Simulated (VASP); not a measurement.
Set up this calculation in VASP 6.6.1, as the native input.

```yaml
Task: single point
Functional: PBE0
Potentials_or_basis: VASP PAW PBE potentials, release 64 (W_sv, C)
Cutoff: 520 eV
k_mesh: 6 × 6 × 6
Occupations: fermi-dirac, width 0.05 eV
Spin: no spin polarisation
Dipole_correction: no
Grid_for_exact_exchange_PRECFOCK: Normal
Further_INCAR_settings: ALGO = Normal; EDIFF = 1e-06; NBANDS = 16
```

The system is WC.

```
W C
1.0
     0.00000    2.17797    2.17797
     2.17797    0.00000    2.17797
     2.17797    2.17797    0.00000
W C
1 1
Cartesian
  0.0000 0.0000 0.0000
  2.1780 2.1780 2.1780
```

One way to write it, as run:

POSCAR

```
WC
1.0
    0.0000000000      2.1779675566      2.1779675566
    2.1779675566      0.0000000000      2.1779675566
    2.1779675566      2.1779675566      0.0000000000
W C
1 1
Direct
    0.0000000000      0.0000000000      0.0000000000
    0.5000000000      0.5000000000      0.5000000000
```

INCAR.step1

```
SYSTEM = WC
PREC = Accurate ; ENCUT = 520
EDIFF = 1E-5 ; ISMEAR = -1
SIGMA = 0.05 ; LREAL = .FALSE.
LASPH = .TRUE. ; NELM = 60
ALGO = Normal ; ISIF = 2
LWAVE = .TRUE. ; LCHARG = .FALSE.
GGA = PE ; NBANDS = 16
```

INCAR.step2

```
SYSTEM = WC
PREC = Accurate ; ENCUT = 520
EDIFF = 1E-6 ; ISMEAR = -1
SIGMA = 0.05 ; LREAL = .FALSE.
LASPH = .TRUE. ; NELM = 60
ALGO = Normal ; ISIF = 2
LWAVE = .FALSE. ; LCHARG = .FALSE.
GGA = PE ; LHFCALC = .TRUE.
AEXX = 0.25 ; PRECFOCK = Normal
ISTART = 1 ; NBANDS = 16
```

KPOINTS

```
Automatic mesh
0
G
  6 6 6
  0 0 0
```

Potentials or basis: VASP PAW PBE potentials, release 64 (W_sv, C).

Command:

```sh
$ cat potpaw_PBE.64/W_sv/POTCAR potpaw_PBE.64/C/POTCAR > POTCAR
$ cp INCAR.step1 INCAR
$ mpirun -np 1 vasp_std > vasp.out
$ cp INCAR.step2 INCAR
$ mpirun -np 1 vasp_std > vasp.out
```

Results of the run:

```json
{
 "Pressure": "-2.4 GPa",
 "Band gap on the k mesh": "zero (band 9 reaches 14.36 eV, above the bottom of band 10 at 10.25 eV)"
}
```

Caveat: the k points lie up to 0.42 Å⁻¹ apart; the PAW data sets were made with another functional, which shifts forces and pressure a little; spin-orbit coupling is left out, which moves the levels of the heavy elements.

Wall time 28 min on 1 thread of Oxide Virtual Turin-like Processor, with other jobs on the host, peak memory 0.13 GiB.
